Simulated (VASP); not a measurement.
A run of VASP 6.6.1 is set up as follows.

File INCAR:

```
SYSTEM = GaN
ALGO = Normal ; EDIFF = 1E-6
ENCUT = 600 ; GGA = PS
GGA_COMPAT = .False. ; ISIF = 2
ISMEAR = 0 ; LASPH = .True.
LCHARG = .False. ; LREAL = .False.
LWAVE = .False. ; NBANDS = 16
NELM = 120 ; PREC = Accurate
SIGMA = 0.01
```

The input KPOINTS:

```
k-points
0
Gamma
  8 8 8
  0 0 0
```

Contents of POSCAR:

```
GaN
1.0
    0.0000000000      2.2267265593      2.2267265593
    2.2267265593      0.0000000000      2.2267265593
    2.2267265593      2.2267265593      0.0000000000
Ga N
1 1
Direct
    0.0000000000      0.0000000000      0.0000000000
    0.2500000000      0.2500000000      0.2500000000
```

Potentials or basis: VASP PAW PBE potentials, release 64 (Ga_d, N).

The run is started by

```console
$ cat potpaw_PBE.64/Ga_d/POTCAR potpaw_PBE.64/N/POTCAR > POTCAR
$ mpirun -np 1 vasp_std > vasp.out
```

Estimate the pressure.

5.6 GPa.

Predict the band gap on the k mesh.

1.91 eV.

Caveat: the cell stands under pressure; the PAW data sets were made with another functional, which shifts forces and pressure a little.
